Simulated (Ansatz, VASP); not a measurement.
## Two plane-wave programs on Sc

```
Sc
1.0
     1.62787    0.93985    7.70743
    -1.62787    0.93985    7.70743
     0.00000   -1.87970    7.70743
Sc
3
Direct
  0.00000 0.00000 0.00000
  0.22156 0.22156 0.22156
  0.77844 0.77844 0.77844
```

Alike in both runs: functional PBEsol; k mesh 18 × 18 × 18; occupations gaussian, width 0.1 eV; no spin polarisation.

Ansatz relaxed the structure, and its values are those at the end. VASP's run is a single point on that final structure, the one shown.

|  | VASP | Ansatz |
| --- | --- | --- |
| version | VASP 6.6.1 | Ansatz 0.2.0 |
| potentials or method | VASP PAW PBE potentials, release 64 (Sc_sv), cutoff 520 eV | scalar-relativistic, plane waves, PAW |
| valence electrons in the cell | 33 | 33 |

```csv
,VASP,Ansatz,Ansatz less VASP
gap on the k mesh at the Fermi level (eV),none,none,-
pressure (GPa),0.0,0.0,-0.02
```

VASP's potentials were made for PBE, not for PBEsol. A gap of «none» marks a metal or a gap that the smearing closes. With one functional, cell and mesh, what is left measures potentials, basis and numerics.
